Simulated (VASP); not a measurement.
## Ti4C3: single point with PBE

Ti4C3:

```
CELL_PARAMETERS angstrom
4.38600 0.00000 0.00000
0.00000 4.38600 0.00000
0.00000 0.00000 4.38600
ATOMIC_POSITIONS crystal
Ti 0.50000 0.00000 0.00000
Ti 0.00000 0.50000 0.00000
Ti 0.00000 0.00000 0.50000
Ti 0.50000 0.50000 0.50000
C 0.00000 0.50000 0.50000
C 0.50000 0.00000 0.50000
C 0.50000 0.50000 0.00000
```

```yaml
Program: VASP 6.6.1
Task: single point
Functional: PBE
Potentials_or_basis: VASP PAW PBE potentials, release 64 (Ti_sv, C)
Cutoff: 520 eV
k_mesh: 4 × 4 × 4
Occupations: gaussian, width 0.1 eV
Spin: no spin polarisation
```

* Pressure: -10.2 GPa
* Band gap on the k mesh: zero (band 30 reaches 9.01 eV, above the bottom of band 31 at 7.90 eV)

Levels at points of the mesh, in eV from the Fermi level:
| k point | band 28 | band 29 | band 30 | band 31 | band 32 | band 33 |
| --- | --- | --- | --- | --- | --- | --- |
| (0.00, 0.00, 0.00) | -0.21 | -0.21 | 0.57 | 0.57 | 0.57 | 0.81 |
| (0.50, 0.00, 0.00) | -0.68 | -0.55 | -0.53 | -0.53 | 0.98 | 0.98 |
| (0.50, 0.50, 0.00) | -2.58 | -0.81 | -0.43 | 0.51 | 0.51 | 1.83 |
| (0.50, 0.50, 0.50) | -2.90 | 0.05 | 0.06 | 0.06 | 0.06 | 2.54 |

Run time: 22 s on 1 thread of Intel(R) Xeon(R) 6975P-C (Granite Rapids), on a shared host, peak memory 0.2 GiB.
